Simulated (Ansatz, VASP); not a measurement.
This is a calculation of GaN for VASP 6.6.1.

File INCAR:

```
ALGO = Normal
EDIFF = 1E-6
ENCUT = 600
GGA = LIBXC
GGA_COMPAT = F
ISIF = 2
ISMEAR = -1
LASPH = T
LCHARG = T
LELF = T
LIBXC1 = GGA_X_B88
LIBXC2 = GGA_C_PBE
LREAL = F
LVHAR = T
LWAVE = F
NBANDS = 16
NELM = 120
PREC = Accurate
SIGMA = 0.05
```

KPOINTS

```
k-points
0
Gamma
  10 10 10
```

The input POSCAR:

```
GaN
1.0
    0.0000000000      2.2684248875      2.2684248875
    2.2684248875      0.0000000000      2.2684248875
    2.2684248875      2.2684248875      0.0000000000
Ga N
1 1
Direct
    0.0000000000      0.0000000000      0.0000000000
    0.2500000000      0.2500000000      0.2500000000
```

Potentials or basis: VASP PAW PBE potentials, release 64 (Ga_d, N).

The run is started by

```sh
$ cat potpaw_PBE.64/Ga_d/POTCAR potpaw_PBE.64/N/POTCAR > POTCAR
$ mpirun -np 1 vasp_std > vasp.out
```

Task: Translate it to Ansatz 0.2.0. Potentials there: Ansatz PAW.

Result: As run (the cutoff follows the program's own potentials):

The input input.yaml:

```yaml
crystal:
  lattice:
    - [0.0, 2.2684248875, 2.2684248875]
    - [2.2684248875, 0.0, 2.2684248875]
    - [2.2684248875, 2.2684248875, 0.0]
  atoms:
    - { symbol: Ga, position: [0.0, 0.0, 0.0] }
    - { symbol: "N", position: [0.25, 0.25, 0.25] }
hamiltonian:
  xc: { exchange: b88, correlation: pbe }
  pseudopotentials: { kind: paw }
kpoints:
  mp_grid: { grid: [10, 10, 10] }
scf:
  occupations: { method: fermi_dirac, width: 0.05 }
output:
  forces: true
  stress: true
  eigenvalues: true
```

Potentials or basis: Ansatz PAW.

Command:

```bash
$ ansatz run input.yaml --threads 2 --pin off --max-ram 5120MiB --backend cpu --events-out ev --progress --plain --runs-dir out
```

Both were run:

|  | VASP | Ansatz | Ansatz less VASP |
| --- | --- | --- | --- |
| gap on the k mesh at the Fermi level (eV) | 1.60 | 1.58 | -0.018 |
| least direct gap on the mesh (eV) | 1.60 | 1.58 | -0.018 |
| pressure (GPa) | 0.9 | 1.0 | +0.11 |

VASP's potentials were made for PBE, not for b88 exchange, pbe correlation. With one functional, cell and mesh, what is left measures potentials, basis and numerics.
